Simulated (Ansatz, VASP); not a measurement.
## Two plane-wave programs on Cl

```
Cl
1.0
     6.59146    0.00000    0.00000
     0.00000    4.06878    0.00000
     0.00000    0.00000    8.09220
Cl
8
Direct
  0.50000 0.37552 0.10890
  0.50000 0.87552 0.39110
  0.50000 0.62448 0.89110
  0.50000 0.12448 0.60890
  0.00000 0.87552 0.10890
  0.00000 0.37552 0.39110
  0.00000 0.12448 0.89110
  0.00000 0.62448 0.60890
```

Alike in both runs: task single point; functional PBE; dispersion D3(BJ); k mesh 4 × 8 × 4; occupations gaussian, width 0.02 eV; no spin polarisation.

|  | VASP | Ansatz |
| --- | --- | --- |
| version | VASP 6.6.1 | Ansatz 0.2.0 |
| potentials or method | VASP PAW PBE potentials, release 64 (Cl), cutoff 520 eV | scalar-relativistic, plane waves, PAW |
| valence electrons in the cell | 56 | 56 |

|  | VASP | Ansatz | Ansatz less VASP |
| --- | --- | --- | --- |
| gap on the k mesh at the Fermi level (eV) | 2.24 | 2.19 | -0.045 |
| least direct gap on the mesh (eV) | 2.24 | 2.19 | -0.045 |
| pressure (GPa) | -0.4 | 0.0 | +0.36 |
| traceless stress, the component that is largest in VASP (GPa) | -0.40 | 0.00 | +0.396 |
| rms of the force components (eV/Å) | 0.101 | 0.001 | -0.0998 |

Atom by atom the forces differ by 0.100 eV/Å (rms over components).
